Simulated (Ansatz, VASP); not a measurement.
**Co: VASP beside Ansatz**

INCAR

```
SYSTEM = Co
PREC     = Accurate       ! precision mode
ENCUT    = 600            ! plane-wave cutoff, eV
EDIFF    = 1E-6           ! SCF threshold, eV
ISMEAR   = 1              ! smearing method
SIGMA    = 1.0            ! smearing width, eV
LREAL    = .FALSE.        ! projectors in reciprocal space
LASPH    = .TRUE.         ! aspherical terms in the spheres
NELM     = 120            ! most SCF steps
ALGO     = Normal         ! electronic algorithm
ISIF     = 2              ! what is computed and relaxed
LWAVE    = .FALSE.        ! write WAVECAR
LCHARG   = .FALSE.        ! write CHGCAR
GGA      = PE             ! functional
NBANDS   = 16             ! bands
GGA_COMPAT= .FALSE.
```

The input KPOINTS:

```
Automatic mesh
0
G
  15 15 8
  0 0 0
```

The input POSCAR:

```
Co
1.0
    2.4583936733      0.0000000000      0.0000000000
   -1.2291968366      2.1290313736      0.0000000000
    0.0000000000      0.0000000000      3.9606917934
Co
2
Direct
    0.3333333333      0.6666666667      0.2500000000
    0.6666666667      0.3333333333      0.7500000000
```

Input for Ansatz:

```yaml
crystal:
  lattice:
    - [2.4583936733, 0.0, 0.0]
    - [-1.2291968366, 2.1290313736, 0.0]
    - [0.0, 0.0, 3.9606917934]
  atoms:
    - { symbol: Co, position: [0.3333333333, 0.6666666667, 0.25] }
    - { symbol: Co, position: [0.6666666667, 0.3333333333, 0.75] }
hamiltonian:
  xc: pbe
  pseudopotentials:
    kind: paw
    azcp:
      Co: "pseudopotentials/Co.paw.azcp"
basis:
  ecutwfc: 420
  fft_grid_basis: typed
kpoints:
  mp_grid: { grid: [15, 15, 8], shift: [0, 0, 0] }
magnetization:
  spin_polarized: false
scf:
  occupations: { method: methfessel_paxton, width: 1.0 }
  lower_state_search: "off"
output:
  stress: true
```

Alike in both runs: task single point; functional PBE; k mesh 15 × 15 × 8; occupations methfessel-paxton of order 1, width 1 eV; no spin polarisation.

```csv
,VASP,Ansatz
version,VASP 6.6.1,Ansatz 0.2.0
potentials or method,"VASP PAW PBE potentials, release 64 (Co), cutoff 600 eV","plane waves (420 eV) with PAW, scalar-relativistic"
valence electrons in the cell,18,34
```

```csv
,VASP,Ansatz,Ansatz less VASP
pressure (GPa),-0.2,0.4,+0.58
"traceless stress, the component that is largest in VASP (GPa)",-0.71,-0.67,+0.043
```

With one functional, cell and mesh, what is left measures potentials, basis and numerics. VASP's potentials hold 18 valence electrons a cell and Ansatz's 34, so a difference there can come from the potentials and not from the codes.
